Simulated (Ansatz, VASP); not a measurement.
## KCl: VASP beside Ansatz

File INCAR:

```
PREC     = Accurate       # precision mode
ENCUT    = 520            # plane-wave cutoff, eV
EDIFF    = 1E-6           # SCF threshold, eV
ISMEAR   = 0              # smearing method
SIGMA    = 0.05           # smearing width, eV
LREAL    = F              # projectors in reciprocal space
LASPH    = T              # aspherical terms in the spheres
NELM     = 80             # most SCF steps
ALGO     = Normal         # electronic algorithm
ISIF     = 2              # what is computed and relaxed
LWAVE    = F              # write WAVECAR
LCHARG   = F              # write CHGCAR
GGA      = PS             # functional
NBANDS   = 24             # bands
```

KPOINTS

```
regular mesh
0
Gamma
  6 6 6
```

POSCAR

```
KCl
1.0
    0.0000000000     -3.1207041401     -2.9022548503
   -3.1207041401      0.0000000000     -2.9022548503
    3.1207041401      3.1207041401     -5.8045097006
K Cl
2 2
Direct
    0.5000000000      0.5000000000      0.5000000000
    0.0000000000      1.0000000000      0.0000000000
    0.7500000000      0.7500000000      0.7500000000
    0.2500000000      0.2500000000      0.2500000000
```

Input for Ansatz:

```yaml
crystal:
  lattice:
    - [0.0, -3.1207041401, -2.9022548503]
    - [-3.1207041401, 0.0, -2.9022548503]
    - [3.1207041401, 3.1207041401, -5.8045097006]
  atoms:
    - { symbol: K, position: [0.5, 0.5, 0.5] }
    - { symbol: K, position: [0.0, 1.0, 0.0] }
    - { symbol: Cl, position: [0.75, 0.75, 0.75] }
    - { symbol: Cl, position: [0.25, 0.25, 0.25] }
basis:
  ecutwfc: 420
kpoints:
  mp_grid: { grid: [6, 6, 6] }
hamiltonian:
  xc: pbesol
scf:
  occupations: { method: gaussian, width: 0.05 }
output:
  forces: true
  stress: true
  eigenvalues: true
```

Change from the starting cell: mode 7 frozen in at +0.000 Å, normal strain along z -0.0700.

Alike in both runs: task single point; functional PBEsol; k mesh 6 × 6 × 6; occupations gaussian, width 0.05 eV; no spin polarisation.

|  | VASP | Ansatz |
| --- | --- | --- |
| version | VASP 6.6.1 | Ansatz 0.2.0 |
| potentials or method | VASP PAW PBE potentials, release 64 (K_sv, Cl), cutoff 520 eV | scalar-relativistic, plane waves, PAW |
| valence electrons in the cell | 32 | 32 |

Ansatz gave:

```
gap on the k mesh at the Fermi level (eV)                     : 5.25
least direct gap on the mesh (eV)                             : 5.25
pressure (GPa)                                                : 2.0
traceless stress, the component that is largest in VASP (GPa) : 3.08
```

Problem. Which values does VASP return?

Solution. gap on the k mesh at the Fermi level (eV): 5.24; least direct gap on the mesh (eV): 5.24; pressure (GPa): 2.1; traceless stress, the component that is largest in VASP (GPa): 3.15.

VASP's potentials were made for PBE, not for PBEsol. The functional is the same, so the differences come from potentials, cutoffs and numerics.
